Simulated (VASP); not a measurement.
Set up this calculation in VASP 6.6.1, as the native input.

| Quantity | Value |
| --- | --- |
| Task | single point |
| Functional | PBE |
| Potentials or basis | VASP PAW PBE potentials, release 64 (Ga_d) |
| Cutoff | 520 eV |
| k mesh | 12 × 10 × 1 |
| Occupations | gaussian, width 0.1 eV |
| Spin | no spin polarisation |
| Dipole correction | yes |
| Further INCAR settings | ALGO = Normal; EDIFF = 1e-07; NBANDS = 54 |

The structure of Ga lies in POSCAR:

```
Ga
1.0
    2.8080461713      0.0000000000      0.0000000000
    0.1776514392      3.3860583513      0.0000000000
    0.0000000000      0.0000000000     27.0893463968
Ga
7
Direct
    0.5000000000      0.7500000000      0.2768616079
    0.5000000000      0.2500000000      0.3566261634
    0.0000000000      0.7500000000      0.4256205360
    0.0000000000      0.2500000000      0.5053850915
    0.5000000000      0.7500000000      0.5743794640
    0.5000000000      0.2500000000      0.6541440196
    0.0000000000      0.7500000000      0.7231383921
```

The input as run:

INCAR

```
  ALGO = Normal
  DIPOL = 0.5 0.5 0.502
  EDIFF = 1E-7
  ENCUT = 520
  GGA = PE
  IDIPOL = 3
  ISIF = 2
  ISMEAR = 0
  LASPH = T
  LCHARG = F
  LDIPOL = T
  LREAL = F
  LWAVE = F
  NBANDS = 54
  NELM = 80
  PREC = Accurate
  SIGMA = 0.1
```

KPOINTS

```
k-points
0
Gamma
  12 10 1
```

Potentials or basis: VASP PAW PBE potentials, release 64 (Ga_d).

Launch:

```sh
$ cat potpaw_PBE.64/Ga_d/POTCAR > POTCAR
$ mpirun -np 1 vasp_std > vasp.out
```

It gave:

| Quantity | Value |
| --- | --- |
| Largest force | 0.196 eV/Å |
| Band gap on the k mesh | zero (an odd number of electrons rules out a gap without spin polarisation) |

Run time: 22 min on 1 thread of AMD EPYC 7R13 Processor (Zen 3) (shared host), peak memory 0.7 GiB.
